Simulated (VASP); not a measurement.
# AlV2C (P6_3/mmc) in VASP: further runs

AlV2C is run at these levels: r2SCAN, PBEsol; tasks: single point.

Program: VASP 6.6.1. These are calculated values, not measurements. Logs are shortened: lines on timing, memory, paths and dates and some standing lists are left out, and cuts for length are marked.

## 1. The cell of the first run

It takes space group P6_3/mmc (No. 194, hexagonal). Conventional cell: a = 2.884 Å, b = 2.884 Å, c = 13.117 Å, α = 90.00°, β = 90.00°, γ = 120.00°. Within 2.7 Å of V (site symmetry 3m) lie 3 C at 2.01 Å. Within 3.6 Å of Al (site symmetry -6m2) lie 6 V at 2.72 Å and 6 Al at 2.88 Å. C (site symmetry -3m) has 6 V at 2.01 Å within 2.7 Å.

## 2. Single point, r2SCAN, collinear spin, ferromagnetic start

The input, POSCAR:

```
AlV2C
1.0
    2.8841716653      0.0000000000      0.0000000000
   -1.4420858327      2.4977659311      0.0000000000
    0.0000000000      0.0000000000     13.1173460926
V Al C
4 2 2
Direct
    0.3333333333      0.6666666667      0.9142565719
    0.6666666667      0.3333333333      0.0857434281
    0.6666666667      0.3333333333      0.4142565719
    0.3333333333      0.6666666667      0.5857434281
    0.6666666667      0.3333333333      0.7500000000
    0.3333333333      0.6666666667      0.2500000000
    0.0000000000      0.0000000000      0.5000000000
    0.0000000000      0.0000000000      0.0000000000
```

The input, INCAR.step1:

```
SYSTEM = AlV2C
PREC     = Accurate       ! precision mode
ENCUT    = 520            ! plane-wave cutoff, eV
ISMEAR   = -1             ! smearing method
SIGMA    = 0.05           ! smearing width, eV
LREAL    = .FALSE.        ! projectors in reciprocal space
LASPH    = .TRUE.         ! aspherical terms in the spheres
NELM     = 150            ! most SCF steps
ISPIN    = 2              ! spin polarisation
MAGMOM   = 2 2 2 2 0 0 0 0 ! initial moments
LMAXMIX  = 4              ! l up to which the mixer works
NBANDS   = 47             ! bands
GGA      = PE             ! functional
ALGO     = Normal         ! electronic algorithm
EDIFF    = 1E-4           ! SCF threshold, eV
LWAVE    = .TRUE.         ! write WAVECAR
LCHARG   = .FALSE.        ! write CHGCAR
```

The input, INCAR.step2:

```
SYSTEM = AlV2C
PREC     = Accurate       ! precision mode
ENCUT    = 520            ! plane-wave cutoff, eV
EDIFF    = 1E-7           ! SCF threshold, eV
ISMEAR   = -1             ! smearing method
SIGMA    = 0.05           ! smearing width, eV
LREAL    = .FALSE.        ! projectors in reciprocal space
LASPH    = .TRUE.         ! aspherical terms in the spheres
NELM     = 150            ! most SCF steps
ALGO     = Normal         ! electronic algorithm
ISIF     = 2              ! what is computed and relaxed
LWAVE    = .FALSE.        ! write WAVECAR
LCHARG   = .FALSE.        ! write CHGCAR
ISPIN    = 2              ! spin polarisation
MAGMOM   = 2 2 2 2 0 0 0 0 ! initial moments
LORBIT   = 11             ! projections on sites
LMAXMIX  = 4              ! l up to which the mixer works
METAGGA  = R2SCAN         ! meta-GGA
LMIXTAU  = .TRUE.       
NBANDS   = 47             ! bands
ISTART   = 1
```

The input, KPOINTS:

```
regular mesh
0
G
  11 11 2
  0 0 0
```

Potentials or basis: VASP PAW PBE potentials, release 64 (V_sv, Al, C).

The run is started by

```console
$ cat potpaw_PBE.64/V_sv/POTCAR potpaw_PBE.64/Al/POTCAR potpaw_PBE.64/C/POTCAR > POTCAR
$ cp INCAR.step1 INCAR
$ mpirun -np 1 vasp_std > vasp.out
$ cp INCAR.step2 INCAR
$ mpirun -np 1 vasp_std > vasp.out
```

OUTCAR:

```text
SYSTEM = AlV2C
   PREC = Accurate
   ENCUT = 520
   EDIFF = 1E-7
   ISMEAR = -1
   LREAL = .FALSE.
   LASPH = .TRUE.
   NELM = 150
   ISIF = 2
   ISPIN = 2
   LORBIT = 11
   METAGGA = R2SCAN
   ISTART = 1

 ion  position               nearest neighbor table
   1  0.333  0.667  0.914-   8 2.01   8 2.01   8 2.01   5 2.72   5 2.72   5 2.72   2 2.80   2 2.80
                             2 2.80
   2  0.667  0.333  0.086-   8 2.01   8 2.01   8 2.01   6 2.72   6 2.72   6 2.72   1 2.80   1 2.80
                             1 2.80
   3  0.667  0.333  0.414-   7 2.01   7 2.01   7 2.01   6 2.72   6 2.72   6 2.72   4 2.80   4 2.80
                             4 2.80
   4  0.333  0.667  0.586-   7 2.01   7 2.01   7 2.01   5 2.72   5 2.72   5 2.72   3 2.80   3 2.80
                             3 2.80
   5  0.667  0.333  0.750-   1 2.72   4 2.72   1 2.72   4 2.72   1 2.72   4 2.72
   6  0.333  0.667  0.250-   2 2.72   3 2.72   2 2.72   3 2.72   2 2.72   3 2.72
   7  0.000  0.000  0.500-   3 2.01   4 2.01   3 2.01   4 2.01   3 2.01   4 2.01
   8  0.000  0.000  0.000-   1 2.01   2 2.01   2 2.01   1 2.01   2 2.01   1 2.01

  LATTYP: Found a hexagonal cell.
 ALAT       =     2.8841716653
 C/A-ratio  =     4.5480462382

  Lattice vectors:

 A1 = (   2.8841716653,   0.0000000000,   0.0000000000)
 A2 = (  -1.4420858327,   2.4977659311,   0.0000000000)
 A3 = (   0.0000000000,   0.0000000000,  13.1173460926)

Analysis of symmetry for initial positions (statically):
=====================================================================
 Subroutine PRICEL returns:
 Original cell was already a primitive cell.

 Routine SETGRP: Setting up the symmetry group for a
 hexagonal supercell.

 Subroutine GETGRP returns: Found 24 space group operations
 (whereof 12 operations were pure point group operations)
 out of a pool of 24 trial point group operations.

The static configuration has the point symmetry D_3d.
 The point group associated with its full space group is D_6h.

Analysis of symmetry for dynamics (positions and initial velocities):
=====================================================================
 Subroutine PRICEL returns:
 Original cell was already a primitive cell.

 Routine SETGRP: Setting up the symmetry group for a
 hexagonal supercell.

 Subroutine GETGRP returns: Found 24 space group operations
 (whereof 12 operations were pure point group operations)
 out of a pool of 24 trial point group operations.

[... 169 lines left out ...]
  ---------------------------------------------------
  ext. energy  EPLUGINS =         0.00000000
  ---------------------------------------------------
  free energy    TOTEN  =       -94.60973704 eV

  energy without entropy =      -94.57698121  energy(sigma->0) =      -94.59335913

 E-fermi :   9.7055     XC(G=0): -13.2103

 val. band max:        9.6910941113   @ k =   0.3636   0.1818   0.0000
 cond. band min:       9.7098359201   @ k =   0.0909   0.0909   0.0000
 fundamental gap:      0.0187418088
 Fermi energy:         9.7054670793

 spin component 1

 k-point     1 :       0.0000    0.0000    0.0000
  band No.  band energies     occupation
      1     -57.3815      1.00000
      2     -57.3814      1.00000
      3     -57.3188      1.00000
      4     -57.3188      1.00000
      5     -30.3209      1.00000
      6     -30.3185      1.00000
[... 1141 lines left out ...]
     44      13.8585      0.00000
     45      14.6609      0.00000

 [... further k-points ...]

 spin component 2

 k-point     1 :       0.0000    0.0000    0.0000
  band No.  band energies     occupation
      1     -57.3815      1.00000
      2     -57.3814      1.00000
      3     -57.3188      1.00000
      4     -57.3188      1.00000
      5     -30.3209      1.00000
      6     -30.3184      1.00000
[... 1141 lines left out ...]
     44      13.8585      0.00000
     45      14.6609      0.00000

 [... further k-points ...]

 [bands above 45 left out]

------------------------ aborting loop because EDIFF is reached ----------------------------------------

  FORCE on cell =-STRESS in cart. coord.  units (eV):
  Direction    XX          YY          ZZ          XY          YZ          ZX
  --------------------------------------------------------------------------------------
  -------------------------------------------------------------------------------------
  Total        0.3253424      0.3253424      0.3026261     -0.0000000      0.0000000     -0.0000000
  in kB        5.5161034      5.5161034      5.1309543     -0.0000000      0.0000000     -0.0000000
  external PRESSURE =       5.3877204 kB  Pullay stress =       0.0000000 kB

 VOLUME and BASIS-vectors are now :
 -----------------------------------------------------------------------------
  energy-cutoff  :      520.00
  volume of cell :       94.50
      direct lattice vectors                 reciprocal lattice vectors
     2.884171665  0.000000000  0.000000000     0.346720000  0.200178885  0.000000000
    -1.442085833  2.497765931  0.000000000     0.000000000  0.400357771  0.000000000
     0.000000000  0.000000000 13.117346093     0.000000000  0.000000000  0.076234933

 POSITION                                       TOTAL-FORCE (eV/Angst)
 -----------------------------------------------------------------------------------
     -0.00000      1.66518     11.99262        -0.000000     -0.000000     -0.095982
      1.44209      0.83259      1.12473         0.000000      0.000000      0.095982
      1.44209      0.83259      5.43395         0.000000     -0.000000     -0.095982
     -0.00000      1.66518      7.68340        -0.000000      0.000000      0.095982
      1.44209      0.83259      9.83801         0.000000     -0.000000      0.000000
     -0.00000      1.66518      3.27934        -0.000000      0.000000      0.000000
      0.00000      0.00000      6.55867         0.000000      0.000000      0.000000
      0.00000      0.00000      0.00000         0.000000      0.000000      0.000000
 -----------------------------------------------------------------------------------
    total drift:                               -0.000000      0.000000     -0.000000

  FREE ENERGIE OF THE ION-ELECTRON SYSTEM (eV)
  ---------------------------------------------------
  free  energy   TOTEN  =       -94.6097370442 eV

  energy  without entropy=      -94.5769812143  energy(sigma->0) =      -94.59335913

 total charge

# of ion       s       p       d       tot
------------------------------------------
    1        2.270   6.295   3.134  11.698
    2        2.270   6.295   3.134  11.698
    3        2.270   6.295   3.134  11.698
    4        2.270   6.295   3.134  11.698
    5        0.417   0.411   0.000   0.829
    6        0.417   0.411   0.000   0.829
    7        0.922   1.586   0.000   2.509
    8        0.922   1.586   0.000   2.509
--------------------------------------------------
tot         11.758  29.174  12.535  53.467

 magnetization (x)

# of ion       s       p       d       tot
------------------------------------------
    1        0.000  -0.000   0.000   0.000
    2        0.000  -0.000   0.000   0.000
    3        0.000  -0.000   0.000   0.000
    4        0.000  -0.000   0.000   0.000
    5       -0.000  -0.000   0.000  -0.000
    6       -0.000  -0.000   0.000  -0.000
    7       -0.000  -0.000   0.000  -0.000
    8       -0.000  -0.000   0.000  -0.000
--------------------------------------------------
tot         -0.000  -0.000   0.000   0.000
```

OUTCAR.step1:

```text
SYSTEM = AlV2C
   PREC = Accurate
   ENCUT = 520
   ISMEAR = -1
   LREAL = .FALSE.
   LASPH = .TRUE.
[... 2579 lines left out ...]
     -0.00000      1.66518      3.27934         0.000000      0.000000     -0.000000
      0.00000      0.00000      6.55867         0.000000      0.000000     -0.000000
      0.00000      0.00000      0.00000         0.000000      0.000000     -0.000000
 -----------------------------------------------------------------------------------
    total drift:                               -0.000000      0.000000     -0.000000

  FREE ENERGIE OF THE ION-ELECTRON SYSTEM (eV)
  ---------------------------------------------------
  free  energy   TOTEN  =       -66.1234958791 eV

  energy  without entropy=      -66.0911304940  energy(sigma->0) =      -66.10731319
```

Run time: 9.6 min. Hardware: 1 thread of Intel Xeon 6975P-C (Granite Rapids), shared host; peak memory 0.42 GiB.

What came out:

| Quantity | Value |
| --- | --- |
| Free energy | -94.6097 eV |
| Pressure | 0.5 GPa |
| Largest force | 0.096 eV/Å |
| Band gap on the k mesh | zero (filled and empty bands overlap) |
| Net moment | 0.00 μB per cell |
| Valence electrons inside the program's atomic spheres | V 11.70; Al 0.83; C 2.51 |

Forces in eV/Å, atoms in the order of the input:
```
V    0.000  0.000 -0.096
V    0.000  0.000  0.096
V    0.000  0.000 -0.096
V    0.000  0.000  0.096
Al   0.000  0.000  0.000
Al   0.000  0.000  0.000
C    0.000  0.000  0.000
C    0.000  0.000  0.000
```

Caveat: the PAW data sets were made with another functional, which shifts forces and pressure a little.

## 3. Single point, PBEsol, collinear spin, antiferromagnetic start

The input, INCAR:

```
PREC = Accurate ; ENCUT = 520
EDIFF = 1E-6 ; ISMEAR = -1
SIGMA = 0.05 ; LREAL = F
LASPH = T ; NELM = 150
ALGO = Normal ; ISIF = 2
LWAVE = F ; LCHARG = F
ISPIN = 2 ; MAGMOM = 2 -2 2 -2 0 0 0 0
LORBIT = 11 ; LMAXMIX = 4
GGA = PS ; NBANDS = 47
```

The input, KPOINTS:

```
regular mesh
0
Gamma
  11 11 2
```

The input, POSCAR:

```
AlV2C
1.0
    2.8875990726      0.0000000000      0.0000000000
   -1.4437995363      2.5007341528      0.0000000000
    0.0000000000      0.0000000000     13.1048231100
V Al C
4 2 2
Direct
    0.3333333333      0.6666666667      0.9136157800
    0.6666666667      0.3333333333      0.0863842200
    0.6666666667      0.3333333333      0.4136157800
    0.3333333333      0.6666666667      0.5863842200
    0.6666666667      0.3333333333      0.7500000000
    0.3333333333      0.6666666667      0.2500000000
    0.0000000000      0.0000000000      0.5000000000
    0.0000000000      0.0000000000      0.0000000000
```

Potentials or basis: VASP PAW PBE potentials, release 64 (V_sv, Al, C).

The run is started by

```console
$ cat potpaw_PBE.64/V_sv/POTCAR potpaw_PBE.64/Al/POTCAR potpaw_PBE.64/C/POTCAR > POTCAR
$ mpirun -np 1 vasp_std > vasp.out
```

Wall time 3 min (1 thread of Intel Xeon Platinum 8488C (Sapphire Rapids), shared host); peak memory 0.39 GiB.

It converged, with:

| Property | Result |
| --- | --- |
| Free energy | -70.5775 eV |
| Pressure | -3.5 GPa |
| Largest force | 0.445 eV/Å |
| Band gap on the k mesh | zero (filled and empty bands overlap) |
| Net moment | 0.00 μB per cell |
| Valence electrons inside the program's atomic spheres | V 11.73; Al 0.82; C 2.46 |

Forces in eV/Å, atoms in the order of the input:
```
V    0.000  0.000  0.445
V    0.000  0.000 -0.445
V    0.000  0.000  0.445
V    0.000  0.000 -0.445
Al   0.000  0.000  0.000
Al   0.000  0.000  0.000
C    0.000  0.000  0.000
C    0.000  0.000  0.000
```

Stress tensor (GPa, compression positive):
```
-3.18  0.00  0.00
 0.00 -3.18  0.00
 0.00  0.00 -4.04
```

Levels at points of the mesh, in eV from the Fermi level:
Spin up:
```tsv
k point	band 29	band 30	band 31	band 32	band 33	band 34	band 35	band 36	band 37	band 38
(0.00, 0.00, 0.00)	-1.02	-0.68	-0.26	-0.26	-0.25	-0.25	0.59	0.59	0.63	0.63
(0.00, 0.00, 0.50)	-0.81	-0.81	-0.25	-0.25	-0.25	-0.25	0.61	0.61	0.61	0.61
```
Spin down:
```csv
k point,band 29,band 30,band 31,band 32,band 33,band 34,band 35,band 36,band 37,band 38
"(0.00, 0.00, 0.00)",-1.02,-0.68,-0.26,-0.26,-0.25,-0.25,0.59,0.59,0.63,0.63
"(0.00, 0.00, 0.50)",-0.81,-0.81,-0.25,-0.25,-0.25,-0.25,0.61,0.61,0.61,0.61
```

Caveat: the PAW data sets were made with another functional, which shifts forces and pressure a little.

(Part 1 of 3 ends here.)
